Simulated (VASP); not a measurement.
# BN in VASP: a series of runs

The runs below take BN through single point, with PBE+D3(BJ).

Program: VASP 6.6.1. These are calculated values, not measurements. Logs are shortened: lines on timing, memory, paths and dates and some standing lists are left out, and cuts for length are marked.

### 1 The cell of the first run

The cell holds a slab with vacuum, 4 atoms: a = 2.509 Å, b = 2.509 Å, c = 17.500 Å, α = 90.00°, β = 90.00°, γ = 120.00°.

### 2 Single point, PBE+D3(BJ)

INCAR

```
PREC = Accurate
ENCUT = 520
EDIFF = 1E-6
ISMEAR = 0
SIGMA = 0.05
LREAL = F
LASPH = T
NELM = 100
ALGO = Normal
ISIF = 2
LWAVE = F
LCHARG = F
LDIPOL = T
IDIPOL = 3
DIPOL = 0.5 0.5 0.364
GGA = PE
IVDW = 12
NBANDS = 16
```

KPOINTS

```
regular mesh
0
Gamma
  12 12 1
```

POSCAR

```
BN
1.0
    2.5087622849      0.0000000000      0.0000000000
   -1.2543811425      2.1726518708      0.0000000000
    0.0000000000      0.0000000000     17.5000000000
B N
2 2
Direct
    0.0000000000      0.0000000000      0.2571428571
    0.0000000000      0.3333333333      0.4702857143
    0.6666666667      0.3333333333      0.2571428571
    0.6666666667      0.6666666667      0.4702857143
```

Potentials or basis: VASP PAW PBE potentials, release 64 (B, N).

Run with:

```sh
$ cat potpaw_PBE.64/B/POTCAR potpaw_PBE.64/N/POTCAR > POTCAR
$ mpirun -np 1 vasp_std > vasp.out
```

OUTCAR:

```text
PREC = Accurate
   ENCUT = 520
   EDIFF = 1E-6
   ISMEAR = 0
   LREAL = F
   LASPH = T
   NELM = 100
   ISIF = 2
   GGA = PE
   IVDW = 12
 IVDW          = 12

 ion  position               nearest neighbor table
   1  0.000  0.000  0.257-   3 1.45   3 1.45   3 1.45
   2  0.000  0.333  0.470-   4 1.45   4 1.45   4 1.45
   3  0.667  0.333  0.257-   1 1.45   1 1.45   1 1.45
   4  0.667  0.667  0.470-   2 1.45   2 1.45   2 1.45

  LATTYP: Found a hexagonal cell.
 ALAT       =     2.5087622849
 C/A-ratio  =     6.9755512929

  Lattice vectors:

 A1 = (   2.5087622849,   0.0000000000,   0.0000000000)
 A2 = (  -1.2543811425,   2.1726518708,   0.0000000000)
 A3 = (   0.0000000000,   0.0000000000,  17.5000000000)

Analysis of symmetry for initial positions (statically):
=====================================================================
 Subroutine PRICEL returns:
 Original cell was already a primitive cell.

 Routine SETGRP: Setting up the symmetry group for a
 hexagonal supercell.

 Subroutine GETGRP returns: Found  2 space group operations
 (whereof  1 operations were pure point group operations)
 out of a pool of 24 trial point group operations.

The static configuration has the point symmetry C_1 .
 The point group associated with its full space group is C_2 .

Analysis of symmetry for dynamics (positions and initial velocities):
=====================================================================
 Subroutine PRICEL returns:
 Original cell was already a primitive cell.

 Routine SETGRP: Setting up the symmetry group for a
 hexagonal supercell.

 Subroutine GETGRP returns: Found  2 space group operations
 (whereof  1 operations were pure point group operations)
 out of a pool of 24 trial point group operations.

The dynamic configuration has the point symmetry C_1 .
 The point group associated with its full space group is C_2 .

 Subroutine INISYM returns: Found  2 space group operations
 (whereof  1 operations are pure point group operations),
 and found     1 'primitive' translations

----------------------------------------------------------------------------------------

                                     Primitive cell

  volume of cell :      95.3867

  direct lattice vectors                    reciprocal lattice vectors
     2.508762285  0.000000000  0.000000000     0.398602931  0.230133510  0.000000000
    -1.254381142  2.172651871  0.000000000     0.000000000  0.460267019  0.000000000
     0.000000000  0.000000000 17.500000000     0.000000000  0.000000000  0.057142857

  length of vectors
[... 97 lines left out ...]
   NELECT =      16.0000    total number of electrons
   NUPDOWN=      -1.0000    fix difference up-down
   EMIN   =  10.00;   EMAX   =-10.00  energy-range for DOS
   EFERMI =   0.00;   METHOD = LEGACY
   ISMEAR =     0;   SIGMA  =   0.05  broadening in eV -4-tet -1-fermi 0-gaus
   EFERMI_NEDOS =   21; number of points for ismear=-14 and -15
   IALGO  =     38    algorithm
   IMIX   =      4    mixing-type and parameters
     AMIX     =   0.40;   BMIX     =  1.00
     AMIX_MAG =   1.60;   BMIX_MAG =  1.00
  volume/ion in A,a.u.               =      23.85       160.93
  Fermi-wavevector in a.u.,A,eV,Ry     =   0.902857  1.706152 11.090797  0.815151
  Thomas-Fermi vector in A             =   2.026112
   LORBIT       =      0    0 simple, 1 ext, 2 COOP (PROOUT), +10 PAW based schemes
   GGA     = PE    functional components
   LHFCALC =     F    Hartree Fock is set to
   AEXX    =    0.0000 exact exchange contribution
   IVDW    =    12    specifies the selected vdW correction
   LEPSILON=     F    determine dielectric tensor
   LRPA    =     F    only Hartree local field effects (RPA)
 non-spin polarized calculation
 Gauss-broadening in eV      SIGMA  =   0.05
  energy-cutoff  :      520.00
  volume of cell :       95.39
 maximum number of plane-waves:      2588
   NGX =  9   NGY =  9   NGZ = 65

 dipolmoment           0.000000      0.000000      0.000266 electrons x Angstroem

 number of electron      16.0000000 magnetization

 dipolmoment           0.000000      0.000000     -0.000002 electrons x Angstroem

 Free energy of the ion-electron system (eV)
  ---------------------------------------------------
  ext. energy  EPLUGINS =         0.00000000
  ---------------------------------------------------
  free energy    TOTEN  =       -35.19629020 eV

  energy without entropy =      -35.19629020  energy(sigma->0) =      -35.19629020

 E-fermi :  -2.3894     XC(G=0):  -4.3721

 val. band max:       -2.6825505768   @ k =   0.3333   0.3333   0.0000
 cond. band min:       1.6826864193   @ k =   0.5000   0.0000   0.0000
 fundamental gap:      4.3652369961
 Fermi energy:        -2.3893625350

 k-point     1 :       0.0000    0.0000    0.0000
  band No.  band energies     occupation
      1     -20.4146      2.00000
      2     -20.3577      2.00000
      3      -8.2569      2.00000
      4      -7.6789      2.00000
      5      -4.0965      2.00000
      6      -4.0961      2.00000
[... 433 lines left out ...]
      3     -10.3585      2.00000
      4     -10.3349      2.00000
      5      -6.9473      2.00000
      6      -6.9368      2.00000
[... 8 lines left out ...]
     15       8.6651      0.00000
     16       9.5424      0.00000

 [... further k-points ...]

------------------------ aborting loop because EDIFF is reached ----------------------------------------

 vacuum level on the upper side and lower side of the slab       (xc-potential included)        -0.157        -0.161

 Edisp (eV)   -0.39199

 E8    (eV) :    -0.1195

  FORCE on cell =-STRESS in cart. coord.  units (eV):
  Direction    XX          YY          ZZ          XY          YZ          ZX
  --------------------------------------------------------------------------------------
  -------------------------------------------------------------------------------------
  Total      -0.05484    -0.04378    -0.18683    -0.00958     0.02934    -0.01694
  in kB      -0.92105    -0.73533    -3.13820    -0.16083     0.49275    -0.28449
  external pressure =       -1.60 kB  Pullay stress =        0.00 kB

 VOLUME and BASIS-vectors are now :
 -----------------------------------------------------------------------------
  energy-cutoff  :      520.00
  volume of cell :       95.39
      direct lattice vectors                 reciprocal lattice vectors
     2.508762285  0.000000000  0.000000000     0.398602931  0.230133510  0.000000000
    -1.254381142  2.172651871  0.000000000     0.000000000  0.460267019  0.000000000
     0.000000000  0.000000000 17.500000000     0.000000000  0.000000000  0.057142857

 POSITION                                       TOTAL-FORCE (eV/Angst)
 -----------------------------------------------------------------------------------
      0.00000      0.00000      4.50000        -0.002623      0.000174      0.027808
     -0.41813      0.72422      8.23000        -0.001161     -0.002359     -0.027808
      1.25438      0.72422      4.50000         0.007156     -0.008025      0.011209
      0.83625      1.44843      8.23000        -0.003372      0.010210     -0.011209
 -----------------------------------------------------------------------------------
    total drift:                                0.000029      0.000010     -0.000052

  FREE ENERGIE OF THE ION-ELECTRON SYSTEM (eV)
  ---------------------------------------------------
  free  energy   TOTEN  =       -35.5882846800 eV

  energy  without entropy=      -35.5882846800  energy(sigma->0) =      -35.58828468

 vacuum level on the upper side and lower side of the slab         2.973         2.972
```

Run time: 50 s. Hardware: 1 thread of Intel Xeon 6975P-C (Granite Rapids), shared host; peak memory 0.25 GiB.

Results:

```
Free energy                : -35.5883 eV
Largest force              : 0.028 eV/Å
Band gap on the k mesh     : 4.37 eV, indirect (least direct gap 4.42 eV)
Dispersion energy per atom : -0.098 eV
```

Forces in eV/Å, atoms in the order of the input:
```
B   -0.003  0.000  0.028
B   -0.001 -0.002 -0.028
N    0.007 -0.008  0.011
N   -0.003  0.010 -0.011
```

### 3 Single point, PBE+D3(BJ)

INCAR

```
ALGO = Normal
DIPOL = 0.5 0.5 0.364
EDIFF = 1E-6
ENCUT = 520
GGA = PE
IDIPOL = 3
ISIF = 2
ISMEAR = 0
IVDW = 12
LASPH = T
LCHARG = F
LDIPOL = T
LREAL = F
LWAVE = F
NBANDS = 16
NELM = 100
PREC = Accurate
SIGMA = 0.05
```

KPOINTS

```
k-points
0
Gamma
  12 12 1
```

POSCAR

```
BN
1.0
    2.5087622849      0.0000000000      0.0000000000
   -1.2543811425      2.1726518708      0.0000000000
    0.0000000000      0.0000000000     17.5000000000
B N
2 2
Direct
    0.0000000000      0.0000000000      0.2571428571
    0.0000000000      0.1666666667      0.4702857143
    0.6666666667      0.3333333333      0.2571428571
    0.6666666667      0.5000000000      0.4702857143
```

Potentials or basis: VASP PAW PBE potentials, release 64 (B, N).

Run with:

```sh
$ cat potpaw_PBE.64/B/POTCAR potpaw_PBE.64/N/POTCAR > POTCAR
$ mpirun -np 1 vasp_std > vasp.out
```

OUTCAR:

```text
EDIFF = 1E-6
   ENCUT = 520
   GGA = PE
   ISIF = 2
   ISMEAR = 0
   IVDW = 12
   LASPH = T
   LREAL = F
   NELM = 100
   PREC = Accurate
 IVDW          = 12

 ion  position               nearest neighbor table
   1  0.000  0.000  0.257-   3 1.45   3 1.45   3 1.45
   2  0.000  0.167  0.470-   4 1.45   4 1.45   4 1.45
   3  0.667  0.333  0.257-   1 1.45   1 1.45   1 1.45
   4  0.667  0.500  0.470-   2 1.45   2 1.45   2 1.45

  LATTYP: Found a hexagonal cell.
 ALAT       =     2.5087622849
 C/A-ratio  =     6.9755512929
[... 666 lines left out ...]
  --------------------------------------------------------------------------------------
  -------------------------------------------------------------------------------------
  Total      -0.06504    -0.06141    -0.13604    -0.00315     0.02945    -0.01700
  in kB      -1.09246    -1.03146    -2.28510    -0.05283     0.49459    -0.28555
  external pressure =       -1.47 kB  Pullay stress =        0.00 kB

 VOLUME and BASIS-vectors are now :
 -----------------------------------------------------------------------------
  energy-cutoff  :      520.00
  volume of cell :       95.39
      direct lattice vectors                 reciprocal lattice vectors
     2.508762285  0.000000000  0.000000000     0.398602931  0.230133510  0.000000000
    -1.254381142  2.172651871  0.000000000     0.000000000  0.460267019  0.000000000
     0.000000000  0.000000000 17.500000000     0.000000000  0.000000000  0.057142857

 POSITION                                       TOTAL-FORCE (eV/Angst)
 -----------------------------------------------------------------------------------
      0.00000      0.00000      4.50000        -0.001376      0.000893      0.019328
     -0.20906      0.36211      8.23000         0.000085     -0.001638     -0.019328
      1.25438      0.72422      4.50000         0.005945     -0.008807      0.005966
      1.04532      1.08633      8.23000        -0.004655      0.009552     -0.005966
 -----------------------------------------------------------------------------------
    total drift:                                0.000020      0.000015     -0.000180

  FREE ENERGIE OF THE ION-ELECTRON SYSTEM (eV)
  ---------------------------------------------------
  free  energy   TOTEN  =       -35.5840836146 eV

  energy  without entropy=      -35.5840836146  energy(sigma->0) =      -35.58408361

 vacuum level on the upper side and lower side of the slab         2.911         2.908
```

It took 47 s on 1 thread of Intel Xeon 6975P-C (Granite Rapids), shared host; peak memory 0.25 GiB.

What came out:

```yaml
Free_energy: -35.5841 eV
Largest_force: 0.019 eV/Å
Band_gap_on_the_k_mesh: 4.29 eV, direct
Dispersion_energy_per_atom: -0.098 eV
```

Forces in eV/Å, atoms in the order of the input:
```
B   -0.001  0.001  0.019
B    0.000 -0.002 -0.019
N    0.006 -0.009  0.006
N   -0.005  0.010 -0.006
```

Levels at points of the mesh, in eV from the valence-band top:
```tsv
k point	band 6	band 7	band 8	band 9	band 10	band 11
(0.00, 0.00, 0.00)	-1.45	-1.45	-1.45	4.58	5.20	5.97
(0.50, 0.00, 0.00)	-4.23	-1.17	-0.85	4.31	5.05	9.41
(0.00, 0.50, 0.00)	-4.23	-1.15	-0.87	4.36	5.01	9.42
```
